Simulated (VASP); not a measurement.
# Ru (Fd-3m) in VASP: a series of runs

The runs below take Ru through single point, with PBE.

Everything below comes from runs of VASP 6.6.1. Logs are shortened: lines on timing, memory, paths and dates and some standing lists are left out, and cuts for length are marked.

### Step 1. The cell of the first run

It takes space group Fd-3m (No. 227, cubic). Conventional cell: a = 5.345 Å, b = 5.345 Å, c = 5.345 Å, α = 90.00°, β = 90.00°, γ = 90.00°. Ru (site symmetry -43m) has 4 Ru at 2.31 Å within 3.1 Å.

### Step 2. Single point, PBE

INCAR reads:

```
SYSTEM = Ru
ALGO = Normal
EDIFF = 1E-7
ENCUT = 520
GGA = PE
ISIF = 2
ISMEAR = -1
LASPH = .True.
LCHARG = .True.
LELF = .True.
LREAL = .False.
LVHAR = .True.
LWAVE = .False.
NBANDS = 21
NELM = 80
PREC = Accurate
SIGMA = 0.06122561905347299
```

KPOINTS reads:

```
k-points
0
Gamma
  12 12 12
  0 0 0
```

POSCAR reads:

```
Ru
1.0
    0.0000000000      2.6725442043      2.6725442043
    2.6725442043      0.0000000000      2.6725442043
    2.6725442043      2.6725442043      0.0000000000
Ru
2
Direct
    0.0000000000      0.0000000000      0.0000000000
    0.2500000000      0.2500000000      0.2500000000
```

Potentials or basis: VASP PAW PBE potentials, release 64 (Ru_pv).

Command:

```
cat potpaw_PBE.64/Ru_pv/POTCAR > POTCAR
mpirun -np 1 vasp_std > vasp.out
```

OUTCAR:

```text
SYSTEM = Ru
   EDIFF = 1E-7
   ENCUT = 520
   GGA = PE
   ISIF = 2
   ISMEAR = -1
   LASPH = .True.
   LREAL = .False.
   NELM = 80
   PREC = Accurate

 ion  position               nearest neighbor table
   1  0.000  0.000  0.000-   2 2.31   2 2.31   2 2.31   2 2.31
   2  0.250  0.250  0.250-   1 2.31   1 2.31   1 2.31   1 2.31

  LATTYP: Found a face centered cubic cell.
 ALAT       =     5.3450884086

  Lattice vectors:

 A1 = (   0.0000000000,   2.6725442043,   2.6725442043)
 A2 = (   2.6725442043,   0.0000000000,   2.6725442043)
 A3 = (   2.6725442043,   2.6725442043,   0.0000000000)

Analysis of symmetry for initial positions (statically):
=====================================================================
 Subroutine PRICEL returns:
 Original cell was already a primitive cell.

 Routine SETGRP: Setting up the symmetry group for a
 face centered cubic supercell.

 Subroutine GETGRP returns: Found 48 space group operations
 (whereof 24 operations were pure point group operations)
 out of a pool of 48 trial point group operations.

The static configuration has the point symmetry T_d .
 The point group associated with its full space group is O_h .

Analysis of symmetry for dynamics (positions and initial velocities):
=====================================================================
 Subroutine PRICEL returns:
 Original cell was already a primitive cell.

 Routine SETGRP: Setting up the symmetry group for a
 face centered cubic supercell.

 Subroutine GETGRP returns: Found 48 space group operations
 (whereof 24 operations were pure point group operations)
 out of a pool of 48 trial point group operations.

The dynamic configuration has the point symmetry T_d .
 The point group associated with its full space group is O_h .

 Subroutine INISYM returns: Found 48 space group operations
 (whereof 24 operations are pure point group operations),
 and found     1 'primitive' translations

----------------------------------------------------------------------------------------

                                     Primitive cell

  volume of cell :      38.1773

  direct lattice vectors                    reciprocal lattice vectors
     0.000000000  2.672544204  2.672544204    -0.187087644  0.187087644  0.187087644
     2.672544204  0.000000000  2.672544204     0.187087644 -0.187087644  0.187087644
     2.672544204  2.672544204  0.000000000     0.187087644  0.187087644 -0.187087644

  length of vectors
     3.779548260  3.779548260  3.779548260     0.324045306  0.324045306  0.324045306

[... 67 lines left out ...]
   ions per type =               2
   NGX,Y,Z   is equivalent  to a cutoff of  12.32, 12.32, 12.32 a.u.
   NGXF,Y,Z  is equivalent  to a cutoff of  24.63, 24.63, 24.63 a.u.
 SYSTEM =  Ru
   PREC   = accura    normal or accurate (medium, high low for compatibility)
   ISTART =      0    job   : 0-new  1-cont  2-samecut
   ICHARG =      2    charge: 1-file 2-atom 10-const
   ISPIN  =      1    spin polarized calculation?
   LNONCOLLINEAR =      F non collinear calculations
   LSORBIT =      F    spin-orbit coupling
   LASPH  =      T    aspherical Exc in radial PAW
   ENCUT  =  520.0 eV  38.22 Ry    6.18 a.u.   7.03  7.03  7.03*2*pi/ulx,y,z
   NELM   =     80;   NELMIN=  2; NELMDL= -5     # of ELM steps
   EDIFF  = 0.1E-06   stopping-criterion for ELM
   LREAL  =      F    real-space projection
   EDIFFG = 0.1E-05   stopping-criterion for IOM
   NSW    =      0    number of steps for IOM
   IBRION =     -1    ionic relax: 0-MD 1-quasi-New 2-CG
   NFREE  =      0    steps in history (QN), initial steepest desc. (CG)
   ISIF   =      2    stress and relaxation
   ISYM   =      2    0-nonsym 1-usesym 2-fastsym
   POTIM  = 0.5000    time-step for ionic-motion
   TEBEG  =    0.0;   TEEND  =   0.0 temperature during run
   PSTRESS=    0.0 pullay stress
   NELECT =      28.0000    total number of electrons
   NUPDOWN=      -1.0000    fix difference up-down
   EMIN   =  10.00;   EMAX   =-10.00  energy-range for DOS
   EFERMI =   0.00;   METHOD = LEGACY
   ISMEAR =    -1;   SIGMA  =   0.06  broadening in eV -4-tet -1-fermi 0-gaus
   EFERMI_NEDOS =   21; number of points for ismear=-14 and -15
   IALGO  =     38    algorithm
   IMIX   =      4    mixing-type and parameters
     AMIX     =   0.40;   BMIX     =  1.00
     AMIX_MAG =   1.60;   BMIX_MAG =  1.00
  volume/ion in A,a.u.               =      19.09       128.82
  Fermi-wavevector in a.u.,A,eV,Ry     =   1.476361  2.789918 29.655834  2.179642
  Thomas-Fermi vector in A             =   2.590897
   LORBIT       =      0    0 simple, 1 ext, 2 COOP (PROOUT), +10 PAW based schemes
   GGA     = PE    functional components
[... 5 lines left out ...]
 non-spin polarized calculation
  energy-cutoff  :      520.00
  volume of cell :       38.18
 maximum number of plane-waves:      1056
   NGX = 13   NGY = 13   NGZ = 13

 number of electron      28.0000001 magnetization

 Free energy of the ion-electron system (eV)
  ---------------------------------------------------
  ext. energy  EPLUGINS =         0.00000000
  ---------------------------------------------------
  free energy    TOTEN  =       -16.01534850 eV

  energy without entropy =      -15.99320548  energy(sigma->0) =      -16.00427699

 E-fermi :   7.8051     XC(G=0): -11.6666

 val. band max:        7.7947628201   @ k =   0.4167   0.2500   0.0833
 cond. band min:       7.8135207028   @ k =   0.3333   0.0833   0.0000
 fundamental gap:      0.0187578828
 Fermi energy:         7.8051076064

 k-point     1 :       0.0000    0.0000    0.0000
  band No.  band energies     occupation
      1     -35.4926      2.00000
      2     -35.4926      2.00000
      3     -35.4926      2.00000
      4     -34.4617      2.00000
      5     -34.4617      2.00000
      6     -34.4617      2.00000
[... 565 lines left out ...]
     20      17.5108      0.00000
     21      18.6790      0.00000

 [... further k-points ...]
[... 5 lines left out ...]
  --------------------------------------------------------------------------------------
  -------------------------------------------------------------------------------------
  Total        2.8305207      2.8305207      2.8305207      0.0000000      0.0000000     -0.0000000
  in kB      118.7879054    118.7879054    118.7879054      0.0000000      0.0000000     -0.0000000
  external PRESSURE =     118.7879054 kB  Pullay stress =       0.0000000 kB

 VOLUME and BASIS-vectors are now :
 -----------------------------------------------------------------------------
  energy-cutoff  :      520.00
  volume of cell :       38.18
      direct lattice vectors                 reciprocal lattice vectors
     0.000000000  2.672544204  2.672544204    -0.187087644  0.187087644  0.187087644
     2.672544204  0.000000000  2.672544204     0.187087644 -0.187087644  0.187087644
     2.672544204  2.672544204  0.000000000     0.187087644  0.187087644 -0.187087644

 POSITION                                       TOTAL-FORCE (eV/Angst)
 -----------------------------------------------------------------------------------
      0.00000      0.00000      0.00000         0.000000      0.000000      0.000000
      1.33627      1.33627      1.33627        -0.000000     -0.000000     -0.000000
 -----------------------------------------------------------------------------------
    total drift:                                0.000000      0.000000      0.000000

  FREE ENERGIE OF THE ION-ELECTRON SYSTEM (eV)
  ---------------------------------------------------
  free  energy   TOTEN  =       -16.0153484958 eV

  energy  without entropy=      -15.9932054791  energy(sigma->0) =      -16.00427699
```

OSZICAR:

```text
N       E                     dE             d eps       ncg     rms          rms(c)
DAV:   1     0.288131688790E+03    0.28813E+03   -0.17044E+04  3032   0.137E+03
DAV:   2    -0.107177457509E+02   -0.29885E+03   -0.28862E+03  3204   0.421E+02
DAV:   3    -0.164528429364E+02   -0.57351E+01   -0.56955E+01  3469   0.665E+01
DAV:   4    -0.165100702717E+02   -0.57227E-01   -0.57209E-01  3914   0.615E+00
DAV:   5    -0.165111825292E+02   -0.11123E-02   -0.11113E-02  3683   0.656E-01    0.135E+01
DAV:   6    -0.160567035901E+02    0.45448E+00   -0.12363E+00  3224   0.101E+01    0.508E+00
DAV:   7    -0.160224584722E+02    0.34245E-01   -0.68155E-02  3644   0.226E+00    0.188E+00
DAV:   8    -0.160152853471E+02    0.71731E-02   -0.12982E-02  3194   0.921E-01    0.110E-01
DAV:   9    -0.160153086075E+02   -0.23260E-04   -0.26463E-04  3628   0.154E-01    0.425E-02
DAV:  10    -0.160153492933E+02   -0.40686E-04   -0.28530E-05  3457   0.446E-02    0.280E-03
DAV:  11    -0.160153490357E+02    0.25767E-06   -0.89152E-07  4171   0.757E-03    0.194E-03
DAV:  12    -0.160153484024E+02    0.63322E-06   -0.92416E-08  2578   0.262E-03    0.172E-04
DAV:  13    -0.160153484958E+02   -0.93380E-07   -0.38337E-09  2257   0.540E-04
   1 F= -.16015348E+02 E0= -.16004277E+02  d E =-.221430E-01
```

It took 76 s on 1 thread of AMD EPYC 7R43 (Zen 3), shared host; peak memory 0.15 GiB.

Results:

```yaml
Free_energy: -16.0153 eV
Pressure: 11.9 GPa
Band_gap_on_the_k_mesh: zero (band 14 reaches 8.18 eV, above the bottom of band 15 at 7.27 eV)
```

Levels at points of the mesh, in eV from the Fermi level:
```
           k point  band 12  band 13  band 14  band 15  band 16  band 17
(0.00, 0.00, 0.00)    -3.39    -0.48    -0.48    -0.48     2.04     2.04
(0.50, 0.00, 0.00)    -3.32    -0.42     0.27     0.27     1.54     1.54
(0.50, 0.50, 0.00)    -1.38    -1.37    -1.37     1.85     1.85     3.57
```

### Step 3. Single point, PBE

INCAR reads:

```
PREC     = Accurate       # precision mode
ENCUT    = 520            # plane-wave cutoff, eV
EDIFF    = 1E-6           # SCF threshold, eV
ISMEAR   = -1             # smearing method
SIGMA    = 0.06122561905347299 # smearing width, eV
LREAL    = F              # projectors in reciprocal space
LASPH    = T              # aspherical terms in the spheres
NELM     = 100            # most SCF steps
ALGO     = Normal         # electronic algorithm
ISIF     = 2              # what is computed and relaxed
LWAVE    = F              # write WAVECAR
LCHARG   = F              # write CHGCAR
GGA      = PE             # functional
NBANDS   = 21             # bands
```

KPOINTS reads:

```
Automatic mesh
0
Gamma
  12 12 12
```

POSCAR is that of step 2.

Potentials or basis: VASP PAW PBE potentials, release 64 (Ru_pv).

Command:

```
cat potpaw_PBE.64/Ru_pv/POTCAR > POTCAR
mpirun -np 1 vasp_std > vasp.out
```

It took 62 s on 1 thread of AMD EPYC 7R43 (Zen 3), shared host; peak memory 0.14 GiB.

The run converged. Its results:

```
Free energy            : -16.0153 eV
Pressure               : 11.9 GPa
Band gap on the k mesh : zero (band 14 reaches 8.18 eV, above the bottom of band 15 at 7.27 eV)
```

Levels at points of the mesh, in eV from the Fermi level:
| k point | band 10 | band 11 | band 12 | band 13 | band 14 | band 15 | band 16 | band 17 | band 18 | band 19 |
| --- | --- | --- | --- | --- | --- | --- | --- | --- | --- | --- |
| (0.00, 0.00, 0.00) | -3.39 | -3.39 | -3.39 | -0.48 | -0.48 | -0.48 | 2.04 | 2.04 | 10.87 | 10.87 |
| (0.50, 0.00, 0.00) | -3.68 | -3.68 | -3.32 | -0.42 | 0.27 | 0.27 | 1.54 | 1.54 | 3.29 | 10.56 |
| (0.50, 0.50, 0.00) | -3.65 | -1.38 | -1.38 | -1.37 | -1.37 | 1.85 | 1.85 | 3.57 | 3.57 | 5.39 |

### Step 4. Single point, PBE

This run uses another cell than the first one, of 19.49 Å³/atom, 1.021 times its volume.

INCAR reads:

```
ALGO     = Normal         # electronic algorithm
EDIFF    = 1E-7           # SCF threshold, eV
ENCUT    = 520            # plane-wave cutoff, eV
GGA      = PE             # functional
ISIF     = 2              # what is computed and relaxed
ISMEAR   = -1             # smearing method
LASPH    = T              # aspherical terms in the spheres
LCHARG   = F              # write CHGCAR
LREAL    = F              # projectors in reciprocal space
LWAVE    = F              # write WAVECAR
NBANDS   = 21             # bands
NELM     = 80             # most SCF steps
PREC     = Accurate       # precision mode
SIGMA    = 0.06122561905347299 # smearing width, eV
```

KPOINTS reads:

```
k-points
0
Gamma
  12 12 12
```

POSCAR reads:

```
Ru
1.0
    0.0000000000      2.6913655583      2.6913655583
    2.6913655583      0.0000000000      2.6913655583
    2.6913655583      2.6913655583      0.0000000000
Ru
2
Direct
    0.0000000000      0.0000000000      0.0000000000
    0.2500000000      0.2500000000      0.2500000000
```

Potentials or basis: VASP PAW PBE potentials, release 64 (Ru_pv).

Command:

```
cat potpaw_PBE.64/Ru_pv/POTCAR > POTCAR
mpirun -np 1 vasp_std > vasp.out
```

OUTCAR:

```text
EDIFF = 1E-7
   ENCUT = 520
   GGA = PE
   ISIF = 2
   ISMEAR = -1
   LASPH = T
   LREAL = F
   NELM = 80
   PREC = Accurate

 ion  position               nearest neighbor table
   1  0.000  0.000  0.000-   2 2.33   2 2.33   2 2.33   2 2.33
   2  0.250  0.250  0.250-   1 2.33   1 2.33   1 2.33   1 2.33

  LATTYP: Found a face centered cubic cell.
 ALAT       =     5.3827311166

  Lattice vectors:

 A1 = (   0.0000000000,   2.6913655583,   2.6913655583)
 A2 = (   2.6913655583,   0.0000000000,   2.6913655583)
 A3 = (   2.6913655583,   2.6913655583,   0.0000000000)

Analysis of symmetry for initial positions (statically):
=====================================================================
 Subroutine PRICEL returns:
 Original cell was already a primitive cell.

 Routine SETGRP: Setting up the symmetry group for a
 face centered cubic supercell.

 Subroutine GETGRP returns: Found 48 space group operations
 (whereof 24 operations were pure point group operations)
 out of a pool of 48 trial point group operations.
[... 151 lines left out ...]
 maximum number of plane-waves:      1067
   NGX = 15   NGY = 15   NGZ = 15

 number of electron      27.9999989 magnetization

 Free energy of the ion-electron system (eV)
  ---------------------------------------------------
  ext. energy  EPLUGINS =         0.00000000
  ---------------------------------------------------
  free energy    TOTEN  =       -16.06468491 eV

  energy without entropy =      -16.04201738  energy(sigma->0) =      -16.05335114

 E-fermi :   7.5266     XC(G=0): -11.5510

 val. band max:        7.5178417355   @ k =   0.4167   0.2500   0.0833
 cond. band min:       7.5306609933   @ k =   0.3333   0.0833   0.0000
 fundamental gap:      0.0128192579
 Fermi energy:         7.5265639482

 k-point     1 :       0.0000    0.0000    0.0000
  band No.  band energies     occupation
      1     -35.7103      2.00000
      2     -35.7103      2.00000
      3     -35.7103      2.00000
      4     -34.7362      2.00000
      5     -34.7362      2.00000
      6     -34.7362      2.00000
[... 565 lines left out ...]
     20      17.0685      0.00000
     21      18.4150      0.00000

 [... further k-points ...]
[... 5 lines left out ...]
  --------------------------------------------------------------------------------------
  -------------------------------------------------------------------------------------
  Total        1.8241215      1.8241215      1.8241215      0.0000000      0.0000000      0.0000000
  in kB       74.9577033     74.9577033     74.9577033      0.0000000      0.0000000      0.0000000
  external PRESSURE =      74.9577033 kB  Pullay stress =       0.0000000 kB

 VOLUME and BASIS-vectors are now :
 -----------------------------------------------------------------------------
  energy-cutoff  :      520.00
  volume of cell :       38.99
      direct lattice vectors                 reciprocal lattice vectors
     0.000000000  2.691365558  2.691365558    -0.185779296  0.185779296  0.185779296
     2.691365558  0.000000000  2.691365558     0.185779296 -0.185779296  0.185779296
     2.691365558  2.691365558  0.000000000     0.185779296  0.185779296 -0.185779296

 POSITION                                       TOTAL-FORCE (eV/Angst)
 -----------------------------------------------------------------------------------
      0.00000      0.00000      0.00000        -0.000000     -0.000000      0.000000
      1.34568      1.34568      1.34568         0.000000      0.000000     -0.000000
 -----------------------------------------------------------------------------------
    total drift:                                0.000000      0.000000      0.000000

  FREE ENERGIE OF THE ION-ELECTRON SYSTEM (eV)
  ---------------------------------------------------
  free  energy   TOTEN  =       -16.0646849096 eV

  energy  without entropy=      -16.0420173752  energy(sigma->0) =      -16.05335114
```

OSZICAR:

```text
N       E                     dE             d eps       ncg     rms          rms(c)
DAV:   1     0.292104178007E+03    0.29210E+03   -0.17089E+04  3032   0.137E+03
DAV:   2    -0.108021235965E+02   -0.30291E+03   -0.29284E+03  3209   0.422E+02
DAV:   3    -0.165157595999E+02   -0.57136E+01   -0.56700E+01  3439   0.660E+01
DAV:   4    -0.165751549333E+02   -0.59395E-01   -0.59361E-01  3954   0.622E+00
DAV:   5    -0.165762819894E+02   -0.11271E-02   -0.11263E-02  3732   0.658E-01    0.128E+01
DAV:   6    -0.161046391760E+02    0.47164E+00   -0.13299E+00  3159   0.104E+01    0.462E+00
DAV:   7    -0.160718516236E+02    0.32788E-01   -0.53435E-02  3694   0.210E+00    0.180E+00
DAV:   8    -0.160646079261E+02    0.72437E-02   -0.12441E-02  3159   0.916E-01    0.116E-01
DAV:   9    -0.160646450236E+02   -0.37097E-04   -0.23158E-04  3669   0.151E-01    0.422E-02
DAV:  10    -0.160646859627E+02   -0.40939E-04   -0.27819E-05  3397   0.440E-02    0.331E-03
DAV:  11    -0.160646853909E+02    0.57174E-06   -0.97585E-07  4232   0.804E-03    0.192E-03
DAV:  12    -0.160646847657E+02    0.62528E-06   -0.98273E-08  2574   0.241E-03    0.251E-04
DAV:  13    -0.160646848680E+02   -0.10229E-06   -0.32026E-09  2277   0.457E-04    0.929E-05
DAV:  14    -0.160646849096E+02   -0.41675E-07   -0.10778E-09  2142   0.211E-04
   1 F= -.16064685E+02 E0= -.16053351E+02  d E =-.226675E-01
```

stdout:

```text
POSCAR found type information on POSCAR Ru
 POSCAR found :  1 types and       2 ions
 scaLAPACK will be used
 LDA part: xc-table for (Slater+PW92), standard interpolation
 POSCAR, INCAR and KPOINTS ok, starting setup
 FFT: planning ... GRIDC
 FFT: planning ... GRID_SOFT
 FFT: planning ... GRID
 WAVECAR not read
 entering main loop
```

Wall time 76 s (1 thread of AMD EPYC 7R43 (Zen 3), shared host); peak memory 0.14 GiB.

What came out:

```
Free energy            : -16.0647 eV
Pressure               : 7.5 GPa
Band gap on the k mesh : zero (band 14 reaches 7.89 eV, above the bottom of band 15 at 7.00 eV)
```

[end of part 1 of 2]
